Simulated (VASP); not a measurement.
# Li3SeF (P6/mmm) in VASP: further runs

Li3SeF is run at these levels: PBE; tasks: single point, relaxation of cell and atoms.

All numbers are computed with VASP 6.6.1; they aren't measurements. Logs are shortened: lines on timing, memory, paths and dates and some standing lists are left out, and cuts for length are marked.

### 1 The cell of the first run

It takes space group P6/mmm (No. 191, hexagonal). Conventional cell: a = 4.665 Å, b = 4.665 Å, c = 3.782 Å, α = 90.00°, β = 90.00°, γ = 120.00°. Within 3.1 Å of Li (site symmetry mmm) lie 4 Li at 2.33 Å and 2 F at 2.33 Å and 4 Se at 3.00 Å. Within 2.5 Å of Se (site symmetry 6/mmm) lie 2 F at 1.89 Å. F (site symmetry 6/mmm) has 2 Se at 1.89 Å and 6 Li at 2.33 Å within 2.5 Å.

The cell was built from a structure type or drawn by symmetry, and may not be a known phase.

### 2 Single point, PBE

INCAR

```
PREC = Accurate
ENCUT = 520
EDIFF = 1E-6
ISMEAR = 0
SIGMA = 0.1
LREAL = F
LASPH = T
NELM = 60
ALGO = Normal
ISIF = 2
LWAVE = F
LCHARG = T
GGA = PE
LELF = T
LVHAR = T
NBANDS = 19
```

KPOINTS

```
regular mesh
0
Gamma
  6 6 4
```

POSCAR

```
Li3SeF
1.0
    4.6652593700      0.0000000000      0.0000000000
   -2.3326296900      4.0402331300      0.0000000000
    0.0000000000      0.0000000000      3.7824481600
Li Se F
3 1 1
Direct
    0.5000000000      0.0000000000      0.0000000000
    0.0000000000      0.5000000000      0.0000000000
    0.5000000000      0.5000000000      0.0000000000
    0.0000000000      0.0000000000      0.5000000000
    0.0000000000      0.0000000000      0.0000000000
```

Potentials or basis: VASP PAW PBE potentials, release 64 (Li_sv, Se, F).

Launch:

```console
cat potpaw_PBE.64/Li_sv/POTCAR potpaw_PBE.64/Se/POTCAR potpaw_PBE.64/F/POTCAR > POTCAR
mpirun -np 1 vasp_std > vasp.out
```

OUTCAR:

```text
PREC = Accurate
   ENCUT = 520
   EDIFF = 1E-6
   ISMEAR = 0
   LREAL = F
   LASPH = T
   NELM = 60
   ISIF = 2
   GGA = PE

 ion  position               nearest neighbor table
   1  0.500  0.000  0.000-   2 2.33   2 2.33   3 2.33   3 2.33
   2  0.000  0.500  0.000-   1 2.33   1 2.33   3 2.33   3 2.33
   3  0.500  0.500  0.000-   2 2.33   2 2.33   1 2.33   1 2.33
   4  0.000  0.000  0.500-   5 1.89   5 1.89
   5  0.000  0.000  0.000-   4 1.89   4 1.89

  LATTYP: Found a hexagonal cell.
 ALAT       =     4.6652593700
 C/A-ratio  =     0.8107691041

  Lattice vectors:

 A1 = (   4.6652593700,   0.0000000000,   0.0000000000)
 A2 = (  -2.3326296900,   4.0402331300,   0.0000000000)
 A3 = (   0.0000000000,   0.0000000000,   3.7824481600)

Analysis of symmetry for initial positions (statically):
=====================================================================
 Subroutine PRICEL returns:
 Original cell was already a primitive cell.

 Routine SETGRP: Setting up the symmetry group for a
 hexagonal supercell.

 Subroutine GETGRP returns: Found 24 space group operations
 (whereof 24 operations were pure point group operations)
 out of a pool of 24 trial point group operations.

The static configuration has the point symmetry D_6h.

Analysis of symmetry for dynamics (positions and initial velocities):
=====================================================================
 Subroutine PRICEL returns:
 Original cell was already a primitive cell.

 Routine SETGRP: Setting up the symmetry group for a
 hexagonal supercell.

 Subroutine GETGRP returns: Found 24 space group operations
 (whereof 24 operations were pure point group operations)
 out of a pool of 24 trial point group operations.

The dynamic configuration has the point symmetry D_6h.

 Subroutine INISYM returns: Found 24 space group operations
 (whereof 24 operations are pure point group operations),
 and found     1 'primitive' translations

----------------------------------------------------------------------------------------

                                     Primitive cell

  volume of cell :      71.2944
[... 86 lines left out ...]
   LNONCOLLINEAR =      F non collinear calculations
   LSORBIT =      F    spin-orbit coupling
   LASPH  =      T    aspherical Exc in radial PAW
   ENCUT  =  520.0 eV  38.22 Ry    6.18 a.u.   8.67  8.67  7.03*2*pi/ulx,y,z
   NELM   =     60;   NELMIN=  2; NELMDL= -5     # of ELM steps
   EDIFF  = 0.1E-05   stopping-criterion for ELM
   LREAL  =      F    real-space projection
   EDIFFG = 0.1E-04   stopping-criterion for IOM
   NSW    =      0    number of steps for IOM
   IBRION =     -1    ionic relax: 0-MD 1-quasi-New 2-CG
   NFREE  =      0    steps in history (QN), initial steepest desc. (CG)
   ISIF   =      2    stress and relaxation
   ISYM   =      2    0-nonsym 1-usesym 2-fastsym
   POTIM  = 0.5000    time-step for ionic-motion
   TEBEG  =    0.0;   TEEND  =   0.0 temperature during run
   PSTRESS=    0.0 pullay stress
   NELECT =      22.0000    total number of electrons
   NUPDOWN=      -1.0000    fix difference up-down
   EMIN   =  10.00;   EMAX   =-10.00  energy-range for DOS
   EFERMI =   0.00;   METHOD = LEGACY
   ISMEAR =     0;   SIGMA  =   0.10  broadening in eV -4-tet -1-fermi 0-gaus
   EFERMI_NEDOS =   21; number of points for ismear=-14 and -15
   IALGO  =     38    algorithm
   IMIX   =      4    mixing-type and parameters
     AMIX     =   0.40;   BMIX     =  1.00
     AMIX_MAG =   1.60;   BMIX_MAG =  1.00
  volume/ion in A,a.u.               =      14.26        96.22
  Fermi-wavevector in a.u.,A,eV,Ry     =   1.106277  2.090561 16.651482  1.223849
  Thomas-Fermi vector in A             =   2.242776
   LORBIT       =      0    0 simple, 1 ext, 2 COOP (PROOUT), +10 PAW based schemes
   GGA     = PE    functional components
   LHFCALC =     F    Hartree Fock is set to
   AEXX    =    0.0000 exact exchange contribution
   IVDW    =     0    specifies the selected vdW correction
   LEPSILON=     F    determine dielectric tensor
   LRPA    =     F    only Hartree local field effects (RPA)
 non-spin polarized calculation
 Gauss-broadening in eV      SIGMA  =   0.10
  energy-cutoff  :      520.00
  volume of cell :       71.29
 maximum number of plane-waves:      1946
 NGX is ok and might be reduce to    36
   NGX = 17   NGY = 17   NGZ = 15

 number of electron      21.9999979 magnetization

 Free energy of the ion-electron system (eV)
  ---------------------------------------------------
  ext. energy  EPLUGINS =         0.00000000
  ---------------------------------------------------
  free energy    TOTEN  =       -10.65065724 eV

  energy without entropy =      -10.63865312  energy(sigma->0) =      -10.64465518

 E-fermi :   4.1712     XC(G=0):  -8.8473

 val. band max:        4.1568413583   @ k =   0.0000   0.0000   0.0000
 cond. band min:       4.2196067713   @ k =   0.1667   0.1667   0.2500
 fundamental gap:      0.0627654130
 Fermi energy:         4.1711798736

 k-point     1 :       0.0000    0.0000    0.0000
  band No.  band energies     occupation
      1     -43.7340      2.00000
      2     -43.5923      2.00000
      3     -43.5923      2.00000
      4     -24.2046      2.00000
      5      -8.7250      2.00000
      6      -8.4221      2.00000
[... 439 lines left out ...]
      6      -5.1796      2.00000
[... 11 lines left out ...]
     18      10.1687      0.00000
     19      10.1687      0.00000

------------------------ aborting loop because EDIFF is reached ----------------------------------------

  FORCE on cell =-STRESS in cart. coord.  units (eV):
  Direction    XX          YY          ZZ          XY          YZ          ZX
  --------------------------------------------------------------------------------------
  -------------------------------------------------------------------------------------
  Total        6.2852336      6.2852336     17.3523296     -0.0000000      0.0000000      0.0000000
  in kB      141.2462089    141.2462089    389.9538085     -0.0000002      0.0000000      0.0000000
  external PRESSURE =     224.1487421 kB  Pullay stress =       0.0000000 kB

 VOLUME and BASIS-vectors are now :
 -----------------------------------------------------------------------------
  energy-cutoff  :      520.00
  volume of cell :       71.29
      direct lattice vectors                 reciprocal lattice vectors
     4.665259370  0.000000000  0.000000000     0.214350355  0.123755235  0.000000000
    -2.332629690  4.040233130  0.000000000     0.000000000  0.247510470  0.000000000
     0.000000000  0.000000000  3.782448160     0.000000000  0.000000000  0.264379036

 POSITION                                       TOTAL-FORCE (eV/Angst)
 -----------------------------------------------------------------------------------
      2.33263      0.00000      0.00000        -0.000000      0.000000      0.000000
     -1.16631      2.02012      0.00000         0.000000      0.000000      0.000000
      1.16631      2.02012      0.00000         0.000000      0.000000      0.000000
      0.00000      0.00000      1.89122         0.000000      0.000000      0.000000
      0.00000      0.00000      0.00000         0.000000      0.000000      0.000000
 -----------------------------------------------------------------------------------
    total drift:                                0.000000      0.000000     -0.000000

  FREE ENERGIE OF THE ION-ELECTRON SYSTEM (eV)
  ---------------------------------------------------
  free  energy   TOTEN  =       -10.6506572361 eV

  energy  without entropy=      -10.6386531177  energy(sigma->0) =      -10.64465518
```

OSZICAR:

```text
N       E                     dE             d eps       ncg     rms          rms(c)
DAV:   1     0.130152044286E+03    0.13015E+03   -0.98356E+03   798   0.116E+03
DAV:   2     0.569773758383E+01   -0.12445E+03   -0.11990E+03   926   0.270E+02
DAV:   3    -0.102050802116E+02   -0.15903E+02   -0.15588E+02  1549   0.645E+01
DAV:   4    -0.109412537151E+02   -0.73617E+00   -0.73457E+00   981   0.152E+01
DAV:   5    -0.109585280394E+02   -0.17274E-01   -0.17270E-01  1235   0.204E+00    0.717E+00
DAV:   6    -0.106775703133E+02    0.28096E+00   -0.86503E-01   864   0.732E+00    0.404E+00
DAV:   7    -0.106540225740E+02    0.23548E-01   -0.11361E-01   941   0.204E+00    0.217E+00
DAV:   8    -0.106505246452E+02    0.34979E-02   -0.26164E-02   980   0.911E-01    0.267E-01
DAV:   9    -0.106506290910E+02   -0.10445E-03   -0.21458E-03  1049   0.332E-01    0.699E-02
DAV:  10    -0.106506496345E+02   -0.20544E-04   -0.23596E-04   924   0.102E-01    0.184E-02
DAV:  11    -0.106506563599E+02   -0.67254E-05   -0.22190E-05   992   0.304E-02    0.741E-03
DAV:  12    -0.106506574137E+02   -0.10538E-05   -0.52139E-06   934   0.169E-02    0.421E-03
DAV:  13    -0.106506572361E+02    0.17767E-06   -0.88488E-07   542   0.847E-03
   1 F= -.10650657E+02 E0= -.10644655E+02  d E =-.120041E-01
```

Wall time 13 s (1 thread of Intel Xeon 6975P-C (Granite Rapids), shared host); peak memory 0.19 GiB.

What came out:

- Free energy: -10.6507 eV
- Band gap on the k mesh: zero (bands 11 and 12 overlap by 0.93 eV)

Levels at points of the mesh, in eV from the Fermi level:
```csv
k point,band 7,band 8,band 9,band 10,band 11,band 12,band 13,band 14,band 15,band 16
"(0.00, 0.00, 0.00)",-9.80,-9.80,-2.02,-2.02,-1.57,-0.01,2.09,4.19,4.19,6.79
"(0.50, 0.00, 0.00)",-9.83,-9.77,-3.68,-2.29,-1.05,1.97,3.07,3.56,3.57,5.93
"(0.00, 0.00, 0.50)",-9.41,-6.49,-3.05,-3.05,-2.03,0.12,0.77,2.43,4.44,4.44
"(0.50, 0.00, 0.50)",-9.35,-6.28,-4.68,-3.41,-1.35,0.74,0.84,1.56,4.41,5.01
```

Caveat: the k points lie up to 0.42 Å⁻¹ apart, too coarse for converged energies and pressures of a metal; the cutoff is under 1.25 times the usual one of these potentials, so pressure, stress and relaxed cells hold a basis-set (Pulay) error.

### 3 Single point, PBE

This run uses another cell than the first one, of 20.95 Å³/atom.

INCAR

```
SYSTEM = Li3SeF
ALGO = Normal
EDIFF = 1E-7
ENCUT = 520
GGA = PE
ISIF = 2
ISMEAR = 0
LASPH = .True.
LCHARG = .False.
LREAL = .False.
LWAVE = .False.
NBANDS = 19
NELM = 100
PREC = Accurate
SIGMA = 0.1
```

KPOINTS

```
k-points
0
Gamma
  6 6 4
  0 0 0
```

POSCAR, as its differences from that of step 2:

```diff
@@ -2,5 +2,5 @@
 1.0
-    4.6652593700      0.0000000000      0.0000000000
-   -2.3326296900      4.0402331300      0.0000000000
-    0.0000000000      0.0000000000      3.7824481600
+    5.0185297533      0.0000000031      0.0000000000
+   -2.5092648793      4.3461742545      0.0000000000
+    0.0000000000      0.0000000000      4.8023834419
 Li Se F
```

Potentials or basis: VASP PAW PBE potentials, release 64 (Li_sv, Se, F).

Launch:

```console
cat potpaw_PBE.64/Li_sv/POTCAR potpaw_PBE.64/Se/POTCAR potpaw_PBE.64/F/POTCAR > POTCAR
mpirun -np 1 vasp_std > vasp.out
```

Run time: 21 s. Hardware: 1 thread of Intel Xeon 6975P-C (Granite Rapids), shared host; peak memory 0.24 GiB.

Results (log left out):

| Quantity | Value |
| --- | --- |
| Free energy | -12.8048 eV |
| Band gap on the k mesh | zero (bands 11 and 12 overlap by 0.72 eV) |

Levels at points of the mesh, in eV from the Fermi level:
| k point | band 7 | band 8 | band 9 | band 10 | band 11 | band 12 | band 13 | band 14 | band 15 | band 16 |
| --- | --- | --- | --- | --- | --- | --- | --- | --- | --- | --- |
| (0.00, 0.00, 0.00) | -6.16 | -6.16 | -1.38 | -1.22 | -1.22 | 0.22 | 0.31 | 3.68 | 4.85 | 4.85 |
| (0.50, 0.00, 0.00) | -6.25 | -6.14 | -2.46 | -1.42 | -0.53 | 0.86 | 1.13 | 2.58 | 2.86 | 5.04 |
| (0.00, 0.00, 0.50) | -6.06 | -5.10 | -2.48 | -1.47 | -1.47 | 0.42 | 0.46 | 0.91 | 4.54 | 4.54 |
| (0.50, 0.00, 0.50) | -6.03 | -5.09 | -2.72 | -1.81 | -1.73 | 0.08 | 0.28 | 2.27 | 3.88 | 4.00 |

Caveat: the cutoff is under 1.25 times the usual one of these potentials, so pressure, stress and relaxed cells hold a basis-set (Pulay) error.

### 4 Relaxation of cell and atoms, PBE

INCAR

```
PREC = Accurate ; ENCUT = 600
EDIFF = 1E-6 ; ISMEAR = 0
SIGMA = 0.1 ; LREAL = F
LASPH = T ; NELM = 80
ALGO = Normal ; ISIF = 3
LWAVE = F ; LCHARG = F
GGA = PE ; IBRION = 2
NSW = 90 ; EDIFFG = -0.04
```

KPOINTS

```
Automatic mesh
0
Gamma
  6 6 4
```

POSCAR, as its differences from that of step 3:

```diff
@@ -2,5 +2,5 @@
 1.0
-    5.0185297533      0.0000000031      0.0000000000
-   -2.5092648793      4.3461742545      0.0000000000
-    0.0000000000      0.0000000000      4.8023834419
+    4.6652593700      0.0000000000      0.0000000000
+   -2.3326296900      4.0402331300      0.0000000000
+    0.0000000000      0.0000000000      3.7824481600
 Li Se F
```

Launch:

```console
cat potpaw_PBE.64/Li_sv/POTCAR potpaw_PBE.64/Se/POTCAR potpaw_PBE.64/F/POTCAR > POTCAR
mpirun -np 1 vasp_std > vasp.out
```

Run time: 40 s. Hardware: 1 thread of Intel Xeon 6975P-C (Granite Rapids), shared host; peak memory 0.23 GiB.

The run converged. Its results:

```yaml
Free_energy: -12.7033 eV
Relaxed_volume: 20.49 Å³/atom
Relaxed_cell: a = 5.049 Å, b = 5.049 Å, c = 4.641 Å, α = 90.00°, β = 90.00°, γ = 120.00°
Space_group_after_relaxing_to_0.1_Å: P6/mmm (No. 191)
Energy_gained_by_relaxing: 409.8 meV/atom
Ionic_steps: 4
Pressure_after_relaxing: 0.0 GPa
Band_gap_on_the_k_mesh: zero (bands 11 and 12 overlap by 0.68 eV)
```

Stress tensor (GPa, compression positive):
```
-0.07  0.00  0.00
 0.00 -0.07  0.00
 0.00  0.00  0.02
```

Step by step:
```tsv
step	energy change (eV)	largest force (eV/Å)	pressure (GPa)	volume (Å³)
1	0.0000	0.0000	22.37	71.29
2	-1.9303	0.0000	3.57	93.58
3	-2.0415	0.0000	0.81	100.12
4	-2.0491	0.0000	-0.04	102.46
```

Final structure:
```
CELL_PARAMETERS angstrom
5.04881 0.00000 0.00000
-2.52440 4.37240 0.00000
0.00000 0.00000 4.64135
ATOMIC_POSITIONS crystal
Li 0.50000 0.00000 0.00000
Li 0.00000 0.50000 0.00000
Li 0.50000 0.50000 0.00000
Se 0.00000 0.00000 0.50000
F 0.00000 0.00000 0.00000
```

Levels at points of the mesh, in eV from the Fermi level:
| k point | band 7 | band 8 | band 9 | band 10 | band 11 | band 12 | band 13 | band 14 | band 15 |
| --- | --- | --- | --- | --- | --- | --- | --- | --- | --- |
| (0.00, 0.00, 0.00) | -6.35 | -6.35 | -1.41 | -1.33 | -1.33 | 0.21 | 0.63 | 3.96 | 4.65 |
| (0.50, 0.00, 0.00) | -6.43 | -6.33 | -2.55 | -1.53 | -0.57 | 1.18 | 1.23 | 2.77 | 2.83 |
| (0.00, 0.00, 0.50) | -6.20 | -5.17 | -2.42 | -1.66 | -1.66 | 0.35 | 0.47 | 1.02 | 4.46 |
| (0.50, 0.00, 0.50) | -6.18 | -5.16 | -2.89 | -1.91 | -1.78 | 0.15 | 0.35 | 2.13 | 3.84 |

Caveat: the k points lie up to 0.34 Å⁻¹ apart in the final cell, too coarse for converged energies and pressures of a metal; the cutoff is under 1.25 times the usual one of these potentials, so pressure, stress and relaxed cells hold a basis-set (Pulay) error; the volume moved by over 15 % at a fixed basis, so the end points are rough.

### 5 Single point, PBE

This run uses another cell than the first one, of 21.16 Å³/atom.

INCAR

```
SYSTEM = Li3SeF
ALGO = Normal
EDIFF = 1E-7
ENCUT = 520
GGA = PE
ISIF = 2
ISMEAR = 0
LASPH = .TRUE.
LCHARG = .TRUE.
LELF = .TRUE.
LREAL = .FALSE.
LVHAR = .TRUE.
LWAVE = .FALSE.
NBANDS = 19
NELM = 60
PREC = Accurate
SIGMA = 0.1
```

KPOINTS

```
k-points
0
G
  12 12 8
  0 0 0
```

POSCAR, as its differences from that of step 4:

```diff
@@ -2,5 +2,5 @@
 1.0
-    4.6652593700      0.0000000000      0.0000000000
-   -2.3326296900      4.0402331300      0.0000000000
-    0.0000000000      0.0000000000      3.7824481600
+    5.0958474047      0.0000000000      0.0000000000
+   -2.5479237024      4.4131333063      0.0000000000
+    0.0000000000      0.0000000000      4.7040443984
 Li Se F
```

Launch:

```console
cat potpaw_PBE.64/Li_sv/POTCAR potpaw_PBE.64/Se/POTCAR potpaw_PBE.64/F/POTCAR > POTCAR
mpirun -np 1 vasp_std > vasp.out
```

It took 81 s on 1 thread of Intel Xeon 6975P-C (Granite Rapids), shared host; peak memory 0.34 GiB.

Results (log left out):

| Item | Value |
| --- | --- |
| Free energy | -12.8124 eV |
| Band gap on the k mesh | zero (bands 11 and 12 overlap by 0.66 eV) |

Levels at points of the mesh, in eV from the Fermi level:
| k point | band 7 | band 8 | band 9 | band 10 | band 11 | band 12 | band 13 | band 14 | band 15 | band 16 |
| --- | --- | --- | --- | --- | --- | --- | --- | --- | --- | --- |
| (0.00, 0.00, 0.00) | -6.25 | -6.25 | -1.47 | -1.36 | -1.36 | 0.21 | 0.49 | 3.78 | 4.57 | 4.57 |
| (0.50, 0.00, 0.00) | -6.34 | -6.24 | -2.54 | -1.55 | -0.60 | 1.02 | 1.05 | 2.73 | 2.75 | 5.12 |
| (0.00, 0.00, 0.50) | -6.12 | -5.20 | -2.47 | -1.66 | -1.66 | 0.35 | 0.45 | 0.86 | 4.37 | 4.37 |
| (0.50, 0.00, 0.50) | -6.10 | -5.19 | -2.82 | -1.90 | -1.84 | 0.06 | 0.28 | 2.13 | 3.72 | 3.92 |

Caveat: the cutoff is under 1.25 times the usual one of these potentials, so pressure, stress and relaxed cells hold a basis-set (Pulay) error.

### 6 Summary

```tsv
task	cell	k mesh	cutoff (eV)	gap on the mesh (eV)
single point	a = 4.665, b = 4.665, c = 3.782 Å, angles 90.0, 90.0, 120.0°, 5 atoms	6 × 6 × 4	520	none
single point	a = 5.019, b = 5.019, c = 4.802 Å, angles 90.0, 90.0, 120.0°, 5 atoms	6 × 6 × 4	520	none
relaxation of cell and atoms	relaxed from a = 4.665, b = 4.665, c = 3.782 Å, angles 90.0, 90.0, 120.0°, 5 atoms	6 × 6 × 4	600	none
single point	a = 5.096, b = 5.096, c = 4.704 Å, angles 90.0, 90.0, 120.0°, 5 atoms	12 × 12 × 8	520	none
```

Alike in all rows: level PBE; potentials or basis VASP PAW PBE potentials, release 64 (Li_sv, Se, F); no spin polarisation; smearing gaussian 0.1 eV.

Caveats: some runs use coarse meshes; the cutoff is under 1.25 times the usual one of these potentials, so pressure, stress and relaxed cells hold a basis-set (Pulay) error; the volume moved by over 15 % at a fixed basis, so the end points are rough (at least some runs).

Absolute energies hang on the potentials; compare differences alone.
